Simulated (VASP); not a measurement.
# Mo4C in VASP: relaxation of the atoms with PBEsol

Aim: the relaxation of the atoms of Mo4C with PBEsol.

Everything below comes from runs of VASP 6.6.1. Logs are shortened: lines on timing, memory, paths and dates and some standing lists are left out, and cuts for length are marked.

## 1. The cell of the first run

The cell holds a slab with vacuum, 5 atoms: a = 3.129 Å, b = 3.129 Å, c = 20.043 Å, α = 90.00°, β = 90.00°, γ = 90.00°.

## 2. Relaxation of the atoms, PBEsol

Contents of INCAR:

```
SYSTEM = Mo4C
ALGO = Normal
DIPOL = 0.5 0.5 0.349
EDIFF = 1E-7
EDIFFG = -0.025
ENCUT = 520
GGA = PS
IBRION = 2
IDIPOL = 3
ISIF = 2
ISMEAR = 0
LASPH = .TRUE.
LCHARG = .FALSE.
LDIPOL = .TRUE.
LREAL = .FALSE.
LWAVE = .FALSE.
NELM = 80
NSW = 36
PREC = Accurate
SIGMA = 0.1
```

Contents of KPOINTS:

```
k-points
0
G
  9 9 1
  0 0 0
```

Contents of POSCAR:

```
Mo4C
1.0
    3.1294301618      0.0000000000      0.0000000000
    0.0000000000      3.1294301618      0.0000000000
    0.0000000000      0.0000000000     20.0433475010
Mo C
4 1
Selective dynamics
Direct
    0.5000000000      0.5000000000      0.1995674625  F F F
    0.0000000000      0.0000000000      0.2776340170  F F F
    0.5000000000      0.5000000000      0.3579998479  F F F
    0.0000000000      0.0000000000      0.4262435454  F F F
    0.1250000000      0.5000000000      0.4831202722  F F T
```

Potentials or basis: VASP PAW PBE potentials, release 64 (Mo_sv, C).

Started as:

```bash
> cat potpaw_PBE.64/Mo_sv/POTCAR potpaw_PBE.64/C/POTCAR > POTCAR
> mpirun -np 1 vasp_std > vasp.out
```

OUTCAR:

```text
SYSTEM = Mo4C
   EDIFF = 1E-7
   EDIFFG = -0.025
   ENCUT = 520
   GGA = PS
   IBRION = 2
   ISIF = 2
   ISMEAR = 0
   LASPH = .TRUE.
   LREAL = .FALSE.
   NELM = 80
   NSW = 36
   PREC = Accurate

 ion  position               nearest neighbor table
   1  0.500  0.500  0.200-   2 2.71   2 2.71   2 2.71   2 2.71   3 3.18
   2  0.000  0.000  0.278-   1 2.71   1 2.71   1 2.71   1 2.71   3 2.74   3 2.74   3 2.74   3 2.74
                             4 2.98
   3  0.500  0.500  0.358-   4 2.60   4 2.60   4 2.60   4 2.60   2 2.74   2 2.74   2 2.74   2 2.74
                             5 2.77   1 3.18
   4  0.000  0.000  0.426-   5 1.98   5 1.98   3 2.60   3 2.60   3 2.60   3 2.60   2 2.98
   5  0.125  0.500  0.483-   4 1.98   4 1.98   3 2.77

  LATTYP: Found a simple tetragonal cell.
 ALAT       =     3.1294301618
 C/A-ratio  =     6.4047914364

  Lattice vectors:

 A1 = (   3.1294301618,   0.0000000000,   0.0000000000)
 A2 = (   0.0000000000,   3.1294301618,   0.0000000000)
 A3 = (   0.0000000000,   0.0000000000,  20.0433475010)

Analysis of symmetry for initial positions (statically):
=====================================================================
 Subroutine PRICEL returns:
 Original cell was already a primitive cell.

 Routine SETGRP: Setting up the symmetry group for a
 simple tetragonal supercell.

 Subroutine GETGRP returns: Found  2 space group operations
 (whereof  2 operations were pure point group operations)
 out of a pool of 16 trial point group operations.

The static configuration has the point symmetry C_1h.

Analysis of symmetry for dynamics (positions and initial velocities):
=====================================================================
 Subroutine PRICEL returns:
 Original cell was already a primitive cell.

 Routine SETGRP: Setting up the symmetry group for a
 simple tetragonal supercell.

 Subroutine GETGRP returns: Found  2 space group operations
 (whereof  2 operations were pure point group operations)
 out of a pool of 16 trial point group operations.

The dynamic configuration has the point symmetry C_1h.

Analysis of constrained symmetry for selective dynamics:
=====================================================================
 Subroutine PRICEL returns:
 Original cell was already a primitive cell.

 Routine SETGRP: Setting up the symmetry group for a
 simple tetragonal supercell.

 Subroutine GETGRP returns: Found  2 space group operations
 (whereof  2 operations were pure point group operations)
 out of a pool of 16 trial point group operations.

The constrained configuration has the point symmetry C_1h.

 Subroutine INISYM returns: Found  2 space group operations
 (whereof  2 operations are pure point group operations),
 and found     1 'primitive' translations

----------------------------------------------------------------------------------------

                                     Primitive cell

  volume of cell :     196.2912

  direct lattice vectors                    reciprocal lattice vectors
     3.129430162  0.000000000  0.000000000     0.319546994  0.000000000  0.000000000
     0.000000000  3.129430162  0.000000000     0.000000000  0.319546994  0.000000000
     0.000000000  0.000000000 20.043347501     0.000000000  0.000000000  0.049891866

  length of vectors
     3.129430162  3.129430162 20.043347501     0.319546994  0.319546994  0.049891866

  position of ions in fractional coordinates (direct lattice)
     0.500000000  0.500000000  0.199567462
     0.000000000  0.000000000  0.277634017
     0.500000000  0.500000000  0.357999848
     0.000000000  0.000000000  0.426243545
     0.125000000  0.500000000  0.483120272

  ion indices of the primitive-cell ions
   primitive index   ion index
                 1           1
                 2           2
                 3           3
                 4           4
                 5           5

----------------------------------------------------------------------------------------

 KPOINTS: k-points

Automatic generation of k-mesh.
 Grid dimensions read from file:
 generate k-points for:    9    9    1

 Generating k-lattice:

  Cartesian coordinates                     Fractional coordinates (reciprocal lattice)
     0.035505222  0.000000000  0.000000000     0.111111111  0.000000000  0.000000000
     0.000000000  0.035505222  0.000000000     0.000000000  0.111111111  0.000000000
     0.000000000  0.000000000  0.049891866     0.000000000  0.000000000  1.000000000

  Length of vectors
     0.035505222  0.035505222  0.049891866

  Shift w.r.t. Gamma in fractional coordinates (k-lattice)
     0.000000000  0.000000000  0.000000000

 Subroutine IBZKPT returns following result:
 ===========================================

 Found     25 irreducible k-points:

 Following reciprocal coordinates:
            Coordinates               Weight
  0.000000  0.000000  0.000000      1.000000
  0.111111  0.000000  0.000000      2.000000
  0.000000  0.111111  0.000000      2.000000
  0.222222  0.000000  0.000000      2.000000
  0.000000  0.222222  0.000000      2.000000
  0.333333  0.000000  0.000000      2.000000
[... 16 lines left out ...]
  0.444444  0.333333  0.000000      4.000000
 -0.333333  0.444444  0.000000      4.000000
   k-points           NKPTS =     25   k-points in BZ     NKDIM =     25   number of bands    NBANDS=     36
   number of dos      NEDOS =    301   number of ions     NIONS =      5
   total plane-waves  NPLWV =  86400
   dimension x,y,z NGX =    24 NGY =   24 NGZ =  150
   dimension x,y,z NGXF=    48 NGYF=   48 NGZF=  300
   ions per type =               4   1
   NGX,Y,Z   is equivalent  to a cutoff of  12.75, 12.75, 12.44 a.u.
   NGXF,Y,Z  is equivalent  to a cutoff of  25.50, 25.50, 24.88 a.u.
 SYSTEM =  Mo4C
   PREC   = accura    normal or accurate (medium, high low for compatibility)
   ISTART =      0    job   : 0-new  1-cont  2-samecut
   ICHARG =      2    charge: 1-file 2-atom 10-const
   ISPIN  =      1    spin polarized calculation?
   LNONCOLLINEAR =      F non collinear calculations
   LSORBIT =      F    spin-orbit coupling
   LASPH  =      T    aspherical Exc in radial PAW
   ENCUT  =  520.0 eV  38.22 Ry    6.18 a.u.   5.82  5.82 37.27*2*pi/ulx,y,z
   NELM   =     80;   NELMIN=  2; NELMDL= -5     # of ELM steps
   EDIFF  = 0.1E-06   stopping-criterion for ELM
   LREAL  =      F    real-space projection
   EDIFFG = -.3E-01   stopping-criterion for IOM
   NSW    =     36    number of steps for IOM
   IBRION =      2    ionic relax: 0-MD 1-quasi-New 2-CG
   NFREE  =      1    steps in history (QN), initial steepest desc. (CG)
   ISIF   =      2    stress and relaxation
   ISYM   =      2    0-nonsym 1-usesym 2-fastsym
   POTIM  = 0.5000    time-step for ionic-motion
   TEBEG  =    0.0;   TEEND  =   0.0 temperature during run
   PSTRESS=    0.0 pullay stress
   NELECT =      60.0000    total number of electrons
   NUPDOWN=      -1.0000    fix difference up-down
   EMIN   =  10.00;   EMAX   =-10.00  energy-range for DOS
   EFERMI =   0.00;   METHOD = LEGACY
   ISMEAR =     0;   SIGMA  =   0.10  broadening in eV -4-tet -1-fermi 0-gaus
   EFERMI_NEDOS =   21; number of points for ismear=-14 and -15
   IALGO  =     38    algorithm
   IMIX   =      4    mixing-type and parameters
     AMIX     =   0.40;   BMIX     =  1.00
     AMIX_MAG =   1.60;   BMIX_MAG =  1.00
  volume/ion in A,a.u.               =      39.26       264.93
  Fermi-wavevector in a.u.,A,eV,Ry     =   1.102787  2.083965 16.546579  1.216139
  Thomas-Fermi vector in A             =   2.239235
   LORBIT       =      0    0 simple, 1 ext, 2 COOP (PROOUT), +10 PAW based schemes
   GGA     = PS    functional components
   LHFCALC =     F    Hartree Fock is set to
   AEXX    =    0.0000 exact exchange contribution
   IVDW    =     0    specifies the selected vdW correction
   LEPSILON=     F    determine dielectric tensor
   LRPA    =     F    only Hartree local field effects (RPA)
 conjugate gradient relaxation of ions
 non-spin polarized calculation
 Gauss-broadening in eV      SIGMA  =   0.10
  energy-cutoff  :      520.00
  volume of cell :      196.29
 maximum number of plane-waves:      5322
   NGX = 11   NGY = 11   NGZ = 75

 dipolmoment           0.000000      0.000000     -0.247280 electrons x Angstroem

--------------------------------------- Ionic step        1  -------------------------------------------

 number of electron      59.9999997 magnetization

 Free energy of the ion-electron system (eV)
  ---------------------------------------------------
  ext. energy  EPLUGINS =         0.00000000
  ---------------------------------------------------
  free energy    TOTEN  =       -50.48977884 eV

  energy without entropy =      -50.46610812  energy(sigma->0) =      -50.47794348

------------------------ aborting loop because EDIFF is reached ----------------------------------------

  FORCE on cell =-STRESS in cart. coord.  units (eV):
  Direction    XX          YY          ZZ          XY          YZ          ZX
  --------------------------------------------------------------------------------------
  -------------------------------------------------------------------------------------
  Total       -2.0269405     -1.8088434     -1.6676672      0.0000000      0.0000000      1.2861946
  in kB      -16.5443915    -14.7642288    -13.6119135      0.0000000      0.0000000     10.4982399
  external PRESSURE =     -14.9735112 kB  Pullay stress =       0.0000000 kB
[... 63 lines left out ...]
  energy  without entropy=      -50.4970269805  energy(sigma->0) =      -50.50957326

--------------------------------------- Ionic step        3  -------------------------------------------

 number of electron      59.9999997 magnetization

 dipolmoment           0.000000      0.000000      0.125397 electrons x Angstroem

 Free energy of the ion-electron system (eV)
  ---------------------------------------------------
  ext. energy  EPLUGINS =         0.00000000
  ---------------------------------------------------
  free energy    TOTEN  =       -50.53072568 eV

  energy without entropy =      -50.50408760  energy(sigma->0) =      -50.51740664

 E-fermi :   0.8259     XC(G=0):  -5.7069

 val. band max:        0.8068641654   @ k =   0.0000   0.0000   0.0000
 cond. band min:       0.8268314568   @ k =  -0.2222   0.4444   0.0000
 fundamental gap:      0.0199672915
 Fermi energy:         0.8259077549

 k-point     1 :       0.0000    0.0000    0.0000
  band No.  band energies     occupation
      1     -60.2457      2.00000
      2     -60.0213      2.00000
      3     -59.7682      2.00000
      4     -59.6667      2.00000
      5     -34.5533      2.00000
      6     -34.5497      2.00000
[... 925 lines left out ...]
     35       2.5665      0.00000
     36       3.1264      0.00000

 [... further k-points ...]

------------------------ aborting loop because EDIFF is reached ----------------------------------------

 vacuum level on the upper side and lower side of the slab       (xc-potential included)         1.006        -1.296

  FORCE on cell =-STRESS in cart. coord.  units (eV):
  Direction    XX          YY          ZZ          XY          YZ          ZX
  --------------------------------------------------------------------------------------
  -------------------------------------------------------------------------------------
  Total       -1.6003533      0.5422365     -0.4419225      0.0000000      0.0000000      1.6937784
  in kB      -13.0624812      4.4258689     -3.6070815      0.0000000      0.0000000     13.8250396
  external PRESSURE =      -4.0812313 kB  Pullay stress =       0.0000000 kB

 VOLUME and BASIS-vectors are now :
 -----------------------------------------------------------------------------
  energy-cutoff  :      520.00
  volume of cell :      196.29
      direct lattice vectors                 reciprocal lattice vectors
     3.129430162  0.000000000  0.000000000     0.319546994  0.000000000  0.000000000
     0.000000000  3.129430162  0.000000000     0.000000000  0.319546994  0.000000000
     0.000000000  0.000000000 20.043347501     0.000000000  0.000000000  0.049891866
[... 11 lines left out ...]
  FREE ENERGIE OF THE ION-ELECTRON SYSTEM (eV)
  ---------------------------------------------------
  free  energy   TOTEN  =       -50.5307256825 eV

  energy  without entropy=      -50.5040875969  energy(sigma->0) =      -50.51740664

 reached required accuracy - stopping structural energy minimisation

 vacuum level on the upper side and lower side of the slab         7.072         4.704
```

Run time: 7.5 min. Hardware: 1 thread of AMD EPYC 9R45 (Zen 5), shared host; peak memory 0.34 GiB.

What came out:

```yaml
Free_energy: -50.5307 eV
Energy_gained_by_relaxing: 8.2 meV/atom
Ionic_steps: 3
Band_gap_on_the_k_mesh: zero (bands 30 and 31 overlap by 1.33 eV)
```

Step by step:
| step | energy change (eV) | largest force on free atoms (eV/Å) | pressure (GPa) |
| --- | --- | --- | --- |
| 1 | 0.0000 | 0.9559 | -1.50 |
| 2 | -0.0323 | 0.4431 | -0.92 |
| 3 | -0.0409 | 0.0045 | -0.41 |

Final structure:
```
CELL_PARAMETERS angstrom
3.12943 0.00000 0.00000
0.00000 3.12943 0.00000
0.00000 0.00000 20.04335
ATOMIC_POSITIONS crystal
Mo 0.50000 0.50000 0.19957
Mo 0.00000 0.00000 0.27763
Mo 0.50000 0.50000 0.35800
Mo 0.00000 0.00000 0.42624
C 0.12500 0.50000 0.47891
```

Caveat: the PAW data sets were made with another functional, which shifts forces and pressure a little.
